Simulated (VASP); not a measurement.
# MnO (Fm-3m) in VASP: further runs

MnO is run at these levels: PBE+U; tasks: single point.

Program: VASP 6.6.1. These are calculated values, not measurements. Logs are shortened: lines on timing, memory, paths and dates and some standing lists are left out, and cuts for length are marked.

## (1) The cell of the first run

Symmetry: Fm-3m, No. 225, cubic system. The conventional cell has a = 4.444 Å, b = 4.444 Å, c = 4.444 Å, α = 90.00°, β = 90.00°, γ = 90.00°. Within 2.9 Å of Mn (site symmetry m-3m) lie 6 O at 2.22 Å. Within 2.9 Å of O (site symmetry m-3m) lie 6 Mn at 2.22 Å.

## (2) Single point, PBE+U, collinear spin, ferromagnetic start

INCAR

```
SYSTEM = MnO
PREC = Accurate ; ENCUT = 520
EDIFF = 1E-7 ; ISMEAR = 0
SIGMA = 0.05 ; LREAL = .False.
LASPH = .True. ; NELM = 150
ALGO = Normal ; ISIF = 2
LWAVE = .False. ; LCHARG = .False.
ISPIN = 2 ; MAGMOM = 5 0
LORBIT = 11 ; LMAXMIX = 4
LDAU = .True. ; LDAUTYPE = 2
LDAUL = 2 -1 ; LDAUU = 3.9 0
LDAUJ = 0 0 ; LDAUPRINT = 1
GGA = PE ; NBANDS = 20
```

KPOINTS

```
regular mesh
0
Gamma
  12 12 12
  0 0 0
```

POSCAR

```
MnO
1.0
    0.0000000000      2.2220003343      2.2220003343
    2.2220003343      0.0000000000      2.2220003343
    2.2220003343      2.2220003343      0.0000000000
Mn O
1 1
Direct
    0.0000000000      0.0000000000      0.0000000000
    0.5000000000      0.5000000000      0.5000000000
```

Potentials or basis: VASP PAW PBE potentials, release 64 (Mn_pv, O).

Launch:

```
$ cat potpaw_PBE.64/Mn_pv/POTCAR potpaw_PBE.64/O/POTCAR > POTCAR
$ mpirun -np 1 vasp_std > vasp.out
```

OUTCAR:

```text
SYSTEM = MnO
   PREC = Accurate
   ENCUT = 520
   EDIFF = 1E-7
   ISMEAR = 0
   LREAL = .False.
   LASPH = .True.
   NELM = 150
   ISIF = 2
   ISPIN = 2
   LORBIT = 11
   GGA = PE

 ion  position               nearest neighbor table
   1  0.000  0.000  0.000-   2 2.22   2 2.22   2 2.22   2 2.22   2 2.22   2 2.22
   2  0.500  0.500  0.500-   1 2.22   1 2.22   1 2.22   1 2.22   1 2.22   1 2.22

  LATTYP: Found a face centered cubic cell.
 ALAT       =     4.4440006686

  Lattice vectors:

 A1 = (   0.0000000000,   2.2220003343,   2.2220003343)
 A2 = (   2.2220003343,   0.0000000000,   2.2220003343)
 A3 = (   2.2220003343,   2.2220003343,   0.0000000000)

Analysis of symmetry for initial positions (statically):
=====================================================================
 Subroutine PRICEL returns:
 Original cell was already a primitive cell.

 Routine SETGRP: Setting up the symmetry group for a
 face centered cubic supercell.

 Subroutine GETGRP returns: Found 48 space group operations
 (whereof 48 operations were pure point group operations)
 out of a pool of 48 trial point group operations.

The static configuration has the point symmetry O_h .

Analysis of symmetry for dynamics (positions and initial velocities):
=====================================================================
 Subroutine PRICEL returns:
 Original cell was already a primitive cell.

 Routine SETGRP: Setting up the symmetry group for a
 face centered cubic supercell.

 Subroutine GETGRP returns: Found 48 space group operations
 (whereof 48 operations were pure point group operations)
 out of a pool of 48 trial point group operations.

The dynamic configuration has the point symmetry O_h .

Analysis of structural, dynamic, and magnetic symmetry:
=====================================================================
 Subroutine PRICEL returns:
 Original cell was already a primitive cell.

 Routine SETGRP: Setting up the symmetry group for a
 face centered cubic supercell.

 Subroutine GETGRP returns: Found 48 space group operations
 (whereof 48 operations were pure point group operations)
 out of a pool of 48 trial point group operations.

The overall configuration has the point symmetry O_h .

 Subroutine INISYM returns: Found 48 space group operations
 (whereof 48 operations are pure point group operations),
 and found     1 'primitive' translations

----------------------------------------------------------------------------------------

                                     Primitive cell

  volume of cell :      21.9413

  direct lattice vectors                    reciprocal lattice vectors
     0.000000000  2.222000334  2.222000334    -0.225022468  0.225022468  0.225022468
     2.222000334  0.000000000  2.222000334     0.225022468 -0.225022468  0.225022468
     2.222000334  2.222000334  0.000000000     0.225022468  0.225022468 -0.225022468

  length of vectors
     3.142383008  3.142383008  3.142383008     0.389750348  0.389750348  0.389750348

  position of ions in fractional coordinates (direct lattice)
     0.000000000  0.000000000  0.000000000
     0.500000000  0.500000000  0.500000000

  ion indices of the primitive-cell ions
   primitive index   ion index
                 1           1
                 2           2

----------------------------------------------------------------------------------------

 KPOINTS: regular mesh

Automatic generation of k-mesh.
 Grid dimensions read from file:
 generate k-points for:   12   12   12

 Generating k-lattice:

  Cartesian coordinates                     Fractional coordinates (reciprocal lattice)
    -0.018751872  0.018751872  0.018751872     0.083333333  0.000000000  0.000000000
     0.018751872 -0.018751872  0.018751872     0.000000000  0.083333333  0.000000000
     0.018751872  0.018751872 -0.018751872     0.000000000  0.000000000  0.083333333

  Length of vectors
     0.032479196  0.032479196  0.032479196

  Shift w.r.t. Gamma in fractional coordinates (k-lattice)
     0.000000000  0.000000000  0.000000000

 Subroutine IBZKPT returns following result:
 ===========================================

 Found     72 irreducible k-points:

 Following reciprocal coordinates:
            Coordinates               Weight
  0.000000  0.000000  0.000000      1.000000
  0.083333  0.000000  0.000000      8.000000
  0.166667  0.000000  0.000000      8.000000
  0.250000  0.000000  0.000000      8.000000
  0.333333  0.000000  0.000000      8.000000
  0.416667  0.000000  0.000000      8.000000
[... 16 lines left out ...]
  0.500000  0.166667  0.000000     24.000000
 -0.416667  0.166667  0.000000     24.000000
 [... further k-points ...]
   k-points           NKPTS =     72   k-points in BZ     NKDIM =     72   number of bands    NBANDS=     20
   number of dos      NEDOS =    301   number of ions     NIONS =      2
   total plane-waves  NPLWV =  13824
   dimension x,y,z NGX =    24 NGY =   24 NGZ =   24
[... 81 lines left out ...]
  o =  0.0734  v =  0.0000  0.0000  0.0000  0.0000  0.0000  0.0000 -0.0000  0.0286 -0.0000 -0.9996      0.0000  0.0000  0.0000  0.0000  0.0000  0.0000  0.0000  0.0000  0.0000  0.0000
  o =  0.0734  v =  0.0000  0.0000  0.0000  0.0000  0.0000  0.0000 -0.0000 -0.9996 -0.0000 -0.0286      0.0000  0.0000  0.0000  0.0000  0.0000  0.0000  0.0000  0.0000  0.0000  0.0000
  o =  0.9405  v =  0.0000  0.5323 -0.0000 -0.8465  0.0000  0.0000  0.0000  0.0000  0.0000  0.0000      0.0000  0.0000  0.0000  0.0000  0.0000  0.0000  0.0000  0.0000  0.0000  0.0000
  o =  0.9405  v =  0.0000  0.8465 -0.0000  0.5323  0.0000  0.0000  0.0000  0.0000  0.0000  0.0000      0.0000  0.0000  0.0000  0.0000  0.0000  0.0000  0.0000  0.0000  0.0000  0.0000
  o =  0.9405  v =  1.0000  0.0000  0.0000  0.0000  0.0000  0.0000  0.0000  0.0000  0.0000  0.0000      0.0000  0.0000  0.0000  0.0000  0.0000  0.0000  0.0000  0.0000  0.0000  0.0000
  o =  0.9771  v =  0.0000 -0.0000 -1.0000  0.0000 -0.0087  0.0000  0.0000  0.0000  0.0000  0.0000      0.0000  0.0000  0.0000  0.0000  0.0000  0.0000  0.0000  0.0000  0.0000  0.0000
  o =  0.9771  v =  0.0000 -0.0000 -0.0087 -0.0000  1.0000  0.0000  0.0000  0.0000  0.0000  0.0000      0.0000  0.0000  0.0000  0.0000  0.0000  0.0000  0.0000  0.0000  0.0000  0.0000

 number of electron      18.9999992 magnetization       4.9999995

 Free energy of the ion-electron system (eV)
  ---------------------------------------------------
  ext. energy  EPLUGINS =         0.00000000
  ---------------------------------------------------
  free energy    TOTEN  =       -15.45769947 eV

  energy without entropy =      -15.45769895  energy(sigma->0) =      -15.45769921

 E-fermi :   7.0402     XC(G=0): -11.8081

 val. band max:        6.9221762481   @ k =   0.5000   0.0000   0.0000
 cond. band min:       7.1344344120   @ k =   0.0000   0.0000   0.0000
 fundamental gap:      0.2122581640
 Fermi energy:         7.0402287734

 spin component 1

 k-point     1 :       0.0000    0.0000    0.0000
  band No.  band energies     occupation
      1     -42.8338      1.00000
      2     -42.8338      1.00000
      3     -42.8338      1.00000
      4     -12.4386      1.00000
      5       2.7388      1.00000
      6       2.7388      1.00000
[... 12 lines left out ...]
     19      27.2798      0.00000
     20      27.2798      0.00000
[... 507 lines left out ...]
 k-point    24 :      -0.4167    0.1667    0.0000
  band No.  band energies     occupation
      1     -42.8914      1.00000
      2     -42.8533      1.00000
      3     -42.8445      1.00000
      4     -11.4188      1.00000
      5      -0.4581      1.00000
      6       0.8334      1.00000
[... 12 lines left out ...]
     19      28.5719      0.00000
     20      31.9397      0.00000

 [... further k-points ...]

 spin component 2

 k-point     1 :       0.0000    0.0000    0.0000
  band No.  band energies     occupation
      1     -37.8763      1.00000
      2     -37.8763      1.00000
      3     -37.8763      1.00000
      4     -12.0591      1.00000
      5       4.4316      1.00000
      6       4.4316      1.00000
[... 12 lines left out ...]
     19      29.8143      0.00000
     20      29.8144      0.00000
[... 507 lines left out ...]
 k-point    24 :      -0.4167    0.1667    0.0000
  band No.  band energies     occupation
      1     -37.9509      1.00000
      2     -37.9006      1.00000
      3     -37.8893      1.00000
      4     -11.0557      1.00000
      5       0.8437      1.00000
      6       2.8099      1.00000
[... 12 lines left out ...]
     19      30.7452      0.00000
     20      32.9033      0.00000

 [... further k-points ...]
[... 5 lines left out ...]
  --------------------------------------------------------------------------------------
  -------------------------------------------------------------------------------------
  Total        1.0773638      1.0773638      1.0773638      0.0000000     -0.0000000     -0.0000000
  in kB       78.6702665     78.6702665     78.6702665      0.0000000     -0.0000000     -0.0000000
  external PRESSURE =      78.6702665 kB  Pullay stress =       0.0000000 kB

 VOLUME and BASIS-vectors are now :
 -----------------------------------------------------------------------------
  energy-cutoff  :      520.00
  volume of cell :       21.94
      direct lattice vectors                 reciprocal lattice vectors
     0.000000000  2.222000334  2.222000334    -0.225022468  0.225022468  0.225022468
     2.222000334  0.000000000  2.222000334     0.225022468 -0.225022468  0.225022468
     2.222000334  2.222000334  0.000000000     0.225022468  0.225022468 -0.225022468

 POSITION                                       TOTAL-FORCE (eV/Angst)
 -----------------------------------------------------------------------------------
      0.00000      0.00000      0.00000        -0.000000     -0.000000     -0.000000
      2.22200      2.22200      2.22200         0.000000      0.000000      0.000000
 -----------------------------------------------------------------------------------
    total drift:                                0.000000     -0.000000     -0.000000

  FREE ENERGIE OF THE ION-ELECTRON SYSTEM (eV)
  ---------------------------------------------------
  free  energy   TOTEN  =       -15.4576994736 eV

  energy  without entropy=      -15.4576989479  energy(sigma->0) =      -15.45769921

 total charge

# of ion       s       p       d       tot
------------------------------------------
    1        0.208   6.184   4.960  11.352
    2        1.555   3.456   0.000   5.011
--------------------------------------------------
tot          1.763   9.641   4.960  16.363

 magnetization (x)

# of ion       s       p       d       tot
------------------------------------------
    1        0.033   0.027   4.562   4.621
    2        0.024   0.133   0.000   0.157
--------------------------------------------------
tot          0.056   0.160   4.562   4.778
```

Wall time 34 s (1 thread of Intel Xeon Platinum 8488C (Sapphire Rapids), shared host); peak memory 0.18 GiB.

What came out:

```yaml
Free_energy: -15.4577 eV
Pressure: 7.9 GPa
Band_gap_on_the_k_mesh: 0.21 eV, indirect (least direct gap 2.70 eV)
Net_moment: 5.00 μB per cell
Site_moments: Mn +4.62; O +0.16 μB
Valence_electrons_inside_the_program's_atomic_spheres: Mn 11.35; O 5.01
```

Eigenvalues of the final occupation matrices:
```tsv
site	spin	trace	eigenvalues
site 1 d	1	4.78	0.94 0.94 0.94 0.98 0.98
site 1 d	2	0.20	0.02 0.02 0.02 0.07 0.07
```

Caveat: a cell with one magnetic atom can't hold antiferromagnetic order, which such compounds often take. The state reached can hang on the start; a lower one may exist.

## (3) Single point, PBE+U, collinear spin, ferromagnetic start

INCAR

```
PREC = Accurate ; ENCUT = 520
EDIFF = 1E-7 ; ISMEAR = 0
SIGMA = 0.05 ; LREAL = False
LASPH = True ; NELM = 150
ALGO = Normal ; ISIF = 2
LWAVE = False ; LCHARG = False
ISPIN = 2 ; MAGMOM = 0.5 0
LORBIT = 11 ; LMAXMIX = 4
LDAU = True ; LDAUTYPE = 2
LDAUL = 2 -1 ; LDAUU = 3.9 0
LDAUJ = 0 0 ; LDAUPRINT = 1
GGA = PE ; NBANDS = 20
```

KPOINTS

```
regular mesh
0
Gamma
  12 12 12
```

POSCAR is that of step 2.

Potentials or basis: VASP PAW PBE potentials, release 64 (Mn_pv, O).

Launch:

```
$ cat potpaw_PBE.64/Mn_pv/POTCAR potpaw_PBE.64/O/POTCAR > POTCAR
$ mpirun -np 1 vasp_std > vasp.out
```

Wall time 45 s (1 thread of Intel Xeon Platinum 8488C (Sapphire Rapids), shared host); peak memory 0.18 GiB.

It converged, with:

- Free energy: -15.4577 eV
- Pressure: 7.9 GPa
- Band gap on the k mesh: 0.21 eV, indirect (least direct gap 2.70 eV)
- Net moment: 5.00 μB per cell
- Site moments: Mn +4.62; O +0.16 μB
- Valence electrons inside the program's atomic spheres: Mn 11.35; O 5.01

Levels at points of the mesh, in eV from the valence-band top:
Spin up:
| k point | band 8 | band 9 | band 10 | band 11 | band 12 | band 13 | band 14 | band 15 | band 16 | band 17 |
| --- | --- | --- | --- | --- | --- | --- | --- | --- | --- | --- |
| (0.00, 0.00, 0.00) | -3.85 | -3.85 | -2.80 | -2.80 | -2.80 | 0.21 | 14.61 | 16.34 | 16.34 | 16.34 |
| (0.50, 0.00, 0.00) | -3.37 | -3.37 | -2.54 | 0.00 | 0.00 | 4.17 | 8.49 | 12.53 | 12.53 | 18.71 |
| (0.50, 0.50, 0.00) | -3.88 | -3.46 | -3.13 | -3.13 | -3.01 | 5.64 | 8.65 | 10.40 | 14.40 | 14.40 |
Spin down:
```tsv
k point	band 3	band 4	band 5	band 6	band 7	band 8	band 9	band 10	band 11	band 12
(0.00, 0.00, 0.00)	-44.80	-18.98	-2.49	-2.49	-2.49	1.59	3.18	3.18	3.18	3.77
(0.50, 0.00, 0.00)	-44.81	-18.00	-6.46	-3.70	-3.70	4.28	4.58	4.58	5.26	5.91
(0.50, 0.50, 0.00)	-44.83	-17.98	-5.62	-3.49	-3.49	1.27	4.43	4.49	5.10	5.10
```

Eigenvalues of the final occupation matrices:
```csv
site,spin,trace,eigenvalues
site 1 d,1,4.78,0.94 0.94 0.94 0.98 0.98
site 1 d,2,0.20,0.02 0.02 0.02 0.07 0.07
```

Caveat: a cell with one magnetic atom can't hold antiferromagnetic order, which such compounds often take. The state reached can hang on the start; a lower one may exist.

## (4) Single point, PBE+U, collinear spin, antiferromagnetic start

This run uses another cell than the first one: it holds 4 atoms, not 2.

INCAR

```
SYSTEM = MnO
PREC = Accurate
ENCUT = 520
EDIFF = 1E-6
ISMEAR = 0
SIGMA = 0.05
LREAL = .FALSE.
LASPH = .TRUE.
NELM = 150
ALGO = Normal
ISIF = 2
LWAVE = .FALSE.
LCHARG = .FALSE.
ISPIN = 2
MAGMOM = 5 -5 0 0
LORBIT = 11
LMAXMIX = 4
LDAU = .TRUE.
LDAUTYPE = 2
LDAUL = 2 -1
LDAUU = 3.9 0
LDAUJ = 0 0
LDAUPRINT = 1
GGA = PE
NBANDS = 31
```

KPOINTS

```
Automatic mesh
0
G
  12 12 6
  0 0 0
```

POSCAR

```
MnO
1.0
    0.0000000000      2.2220003343      2.2220003343
    2.2220003343      0.0000000000      2.2220003343
    4.4440006686      4.4440006686      0.0000000000
Mn O
2 2
Direct
    0.0000000000      0.0000000000      0.0000000000
    0.0000000000      0.0000000000      0.5000000000
    0.5000000000      0.5000000000      0.2500000000
    0.5000000000      0.5000000000      0.7500000000
```

Launch:

```
$ cat potpaw_PBE.64/Mn_pv/POTCAR potpaw_PBE.64/O/POTCAR > POTCAR
$ mpirun -np 1 vasp_std > vasp.out
```

Wall time 2.2 min (1 thread of Intel Xeon Platinum 8488C (Sapphire Rapids), shared host); peak memory 0.31 GiB.

It converged, with:

```
Free energy                                           : -31.0709 eV
Pressure                                              : 5.2 GPa
Band gap on the k mesh                                : 1.79 eV
Net moment                                            : 0.00 μB per cell
Site moments                                          : Mn +4.57, -4.57; O +0.00 μB
Valence electrons inside the program's atomic spheres : Mn 11.35; O 5.01
```

Stress tensor (GPa, compression positive):
```
 5.24 -1.11  1.11
-1.11  5.24  1.11
 1.11  1.11  5.24
```

Levels at points of the mesh, in eV from the valence-band top:
Spin up:
```csv
k point,band 15,band 16,band 17,band 18,band 19,band 20,band 21,band 22,band 23,band 24
"(0.00, 0.00, 0.00)",-1.74,-1.74,-1.74,-0.59,-0.59,1.79,4.66,4.78,4.78,5.61
"(0.50, 0.00, 0.00)",-2.77,-2.32,-1.94,-0.37,-0.25,3.78,5.60,5.61,5.72,6.02
"(0.00, 0.00, 0.50)",-2.40,-2.40,-2.11,0.00,0.00,3.92,4.15,4.72,4.72,4.95
"(0.50, 0.00, 0.50)",-2.88,-2.32,-1.77,-0.52,-0.23,3.57,5.38,5.71,5.76,5.94
```
Spin down:
```csv
k point,band 16,band 17,band 18,band 19,band 20,band 21,band 22,band 23
"(0.00, 0.00, 0.00)",-1.74,-1.74,-0.59,-0.59,1.79,4.66,4.78,4.78
"(0.50, 0.00, 0.00)",-2.32,-1.94,-0.37,-0.25,3.78,5.60,5.61,5.72
"(0.00, 0.00, 0.50)",-2.40,-2.11,0.00,0.00,3.92,4.15,4.72,4.72
"(0.50, 0.00, 0.50)",-2.32,-1.77,-0.52,-0.23,3.57,5.38,5.71,5.76
```

Eigenvalues of the final occupation matrices:
```
    site  spin  trace               eigenvalues
site 1 d     1   4.76  0.94 0.94 0.94 0.98 0.98
site 1 d     2   0.23  0.02 0.02 0.02 0.08 0.08
site 2 d     1   0.23  0.02 0.02 0.02 0.08 0.08
site 2 d     2   4.76  0.94 0.94 0.94 0.98 0.98
```

A k mesh can miss the band edges. The state reached can hang on the start; a lower one may exist.

## (5) Single point, PBE+U, collinear spin, ferromagnetic start

INCAR

```
SYSTEM = MnO
PREC = Accurate
ENCUT = 600
EDIFF = 1E-6
ISMEAR = 0
SIGMA = 0.05
LREAL = .False.
LASPH = .True.
NELM = 200
ALGO = Normal
ISIF = 2
LWAVE = .False.
LCHARG = .False.
ISPIN = 2
MAGMOM = 0.5 0
LORBIT = 11
LMAXMIX = 4
LDAU = .True.
LDAUTYPE = 2
LDAUL = 2 -1
LDAUU = 3.9 0
LDAUJ = 0 0
LDAUPRINT = 1
GGA = PE
NBANDS = 22
GGA_COMPAT = .False.
```

KPOINTS

```
regular mesh
0
Gamma
  5 5 5
  0 0 0
```

POSCAR

```
MnO
1.0
    0.0000000000      2.2220003343      2.2220003343
    2.2220003343      0.0000000000      2.2220003343
    2.2220003343      2.2220003343      0.0000000000
Mn O
1 1
Direct
    0.0000000000      0.0000000000      0.0000000000
    0.5000000000      0.5000000000      0.5000000000
```

Potentials or basis: VASP PAW PBE potentials, release 64 (Mn_sv, O).

Launch:

```
$ cat potpaw_PBE.64/Mn_sv/POTCAR potpaw_PBE.64/O/POTCAR > POTCAR
$ mpirun -np 1 vasp_std > vasp.out
```

Wall time 30 s (1 thread of AMD EPYC 9R45 (Zen 5), shared host); peak memory 0.13 GiB.

It converged, with:

| Quantity | Value |
| --- | --- |
| Free energy | -15.3075 eV |
| Pressure | 5.3 GPa |
| Band gap on the k mesh | 0.35 eV, indirect (least direct gap 2.73 eV) |
| Net moment | 5.00 μB per cell |
| Site moments | Mn +4.49; O +0.17 μB |
| Valence electrons inside the program's atomic spheres | Mn 12.88; O 5.01 |

Levels at points of the mesh, in eV from the valence-band top:
Spin up:
```
           k point  band 9  band 10  band 11  band 12  band 13  band 14  band 15  band 16  band 17  band 18
(0.00, 0.00, 0.00)   -3.51    -3.51    -2.71    -2.71    -2.71     0.35    14.75    16.56    16.56    16.56
```
Spin down:
```
           k point  band 4  band 5  band 6  band 7  band 8  band 9  band 10  band 11  band 12  band 13
(0.00, 0.00, 0.00)  -44.63  -18.87   -2.38   -2.38   -2.38    1.69     3.21     3.21     3.21     3.89
```

Eigenvalues of the final occupation matrices:
| site | spin | trace | eigenvalues |
| --- | --- | --- | --- |
| site 1 d | 1 | 4.62 | 0.91 0.91 0.91 0.94 0.94 |
| site 1 d | 2 | 0.15 | 0.01 0.01 0.01 0.05 0.05 |

Caveat: the k points lie up to 0.49 Å⁻¹ apart; a cell with one magnetic atom can't hold antiferromagnetic order, which such compounds often take. A k mesh can miss the band edges.

## (6) Summary

| potentials or basis | spin | cell | k mesh | cutoff (eV) | second run | gap on the mesh (eV) | pressure (GPa) | moment (μB) |
| --- | --- | --- | --- | --- | --- | --- | --- | --- |
| VASP PAW PBE potentials, release 64 (Mn_pv, O) | collinear, ferromagnetic start | a = 3.142 Å, angles 60.0°, 2 atoms | 12 × 12 × 12 | 520 | - | 0.21 | 7.9 | 5.00 |
| VASP PAW PBE potentials, release 64 (Mn_pv, O) | collinear, antiferromagnetic start | a = 3.142, b = 3.142, c = 6.285 Å, angles 60.0°, 4 atoms | 12 × 12 × 6 | 520 | - | 1.79 | 5.2 | 0.00 |
| VASP PAW PBE potentials, release 64 (Mn_sv, O) | collinear, ferromagnetic start | a = 3.142 Å, angles 60.0°, 2 atoms | 5 × 5 × 5 | 600 | valence_matched | 0.35 | 5.3 | 5.00 |

Alike in all rows: task single point; level PBE+U; Mn d U = 3.9 eV; smearing gaussian 0.05 eV.

Caveats: some runs use coarse meshes; a cell with one magnetic atom can't hold antiferromagnetic order, which such compounds often take (some runs).

Total energies depend on the potentials used, so only differences within one code and one set of settings carry meaning.
